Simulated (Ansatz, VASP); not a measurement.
**Two plane-wave programs on Pt**

The input INCAR:

```
PREC = Accurate
ENCUT = 520
EDIFF = 1E-6
ISMEAR = 0
SIGMA = 0.15
LREAL = False
LASPH = True
NELM = 60
ALGO = Fast
ISIF = 2
LWAVE = False
LCHARG = False
GGA = CA
NBANDS = 11
```

KPOINTS

```
regular mesh
0
Gamma
  22 22 22
```

POSCAR

```
Pt
1.0
   -1.5604567000      1.5604567000      1.6079833000
    1.5604567000     -1.5604567000      1.6079833000
    1.5604567000      1.5604567000     -1.6079833000
Pt
1
Direct
    0.0000000000      0.0000000000      0.0000000000
```

Input for Ansatz:

```yaml
crystal:
  lattice:
    - [-1.5604567, 1.5604567, 1.6079833]
    - [1.5604567, -1.5604567, 1.6079833]
    - [1.5604567, 1.5604567, -1.6079833]
  atoms:
    - { symbol: Pt, position: [0.0, 0.0, 0.0] }
basis:
  ecutwfc: 520.0
kpoints:
  mp_grid: { grid: [22, 22, 22] }
hamiltonian:
  xc: lda
scf:
  occupations: { method: gaussian, width: 0.15 }
output:
  forces: true
  stress: true
  eigenvalues: true
```

Change from the starting cell: strain -0.015 along x and y, +0.015 along z, atoms carried along.

Alike in both runs: task single point; functional LDA; k mesh 22 × 22 × 22; occupations gaussian, width 0.15 eV; no spin polarisation.

|  | VASP | Ansatz |
| --- | --- | --- |
| version | VASP 6.6.1 | Ansatz 0.2.0 |
| potentials or method | VASP PAW LDA potentials, release 64 (Pt), cutoff 520 eV | scalar-relativistic, plane waves, PAW |
| valence electrons in the cell | 10 | 18 |

VASP gave:

* gap on the k mesh at the Fermi level (eV): none
* pressure (GPa): -12.0
* traceless stress, the component that is largest in VASP (GPa): 1.91

Which values does Ansatz return?

gap on the k mesh at the Fermi level (eV): none; pressure (GPa): -12.6; traceless stress, the component that is largest in VASP (GPa): 1.92.

LDA's correlation is that of Perdew and Zunger in VASP and of Perdew and Wang (1992) in Ansatz. A gap of «none» marks a metal or a gap that the smearing closes. VASP's potentials hold 10 valence electrons a cell and Ansatz's 18, so a difference there can come from the potentials and not from the codes.

Neither program's run includes spin-orbit coupling.
